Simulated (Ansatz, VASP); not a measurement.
**Two plane-wave programs on BaTiO3**

```
Ba Ti O
1.0
     4.01923    0.00000    0.00000
     0.00000    4.01923    0.00000
     0.00000    0.00000    4.01928
Ba Ti O
1 1 3
Cartesian
  0.0000 0.0000 0.0000
  2.0096 2.0096 2.0096
  2.0096 2.0096 0.0000
  2.0096 0.0000 2.0096
  0.0000 2.0096 2.0096
```

Alike in both runs: functional PBE; k mesh 8 × 8 × 8; occupations gaussian, width 0.02 eV; no spin polarisation.

Ansatz relaxed the structure, and its values are those at the end. VASP's run is a single point on that final structure, the one shown.

```csv
,VASP,Ansatz
version,VASP 6.6.1,Ansatz 0.2.0
potentials or method,"VASP PAW PBE potentials, release 64 (Ba_sv, Ti_sv, O), cutoff 520 eV","scalar-relativistic, plane waves, PAW"
valence electrons in the cell,40,40
```

|  | VASP | Ansatz | Ansatz less VASP |
| --- | --- | --- | --- |
| gap on the k mesh at the Fermi level (eV) | 1.72 | 1.78 | +0.065 |
| least direct gap on the mesh (eV) | 1.88 | 1.90 | +0.026 |
| pressure (GPa) | 1.7 | 0.0 | -1.71 |

With one functional, cell and mesh, what is left measures potentials, basis and numerics.

Neither program's run includes spin-orbit coupling.
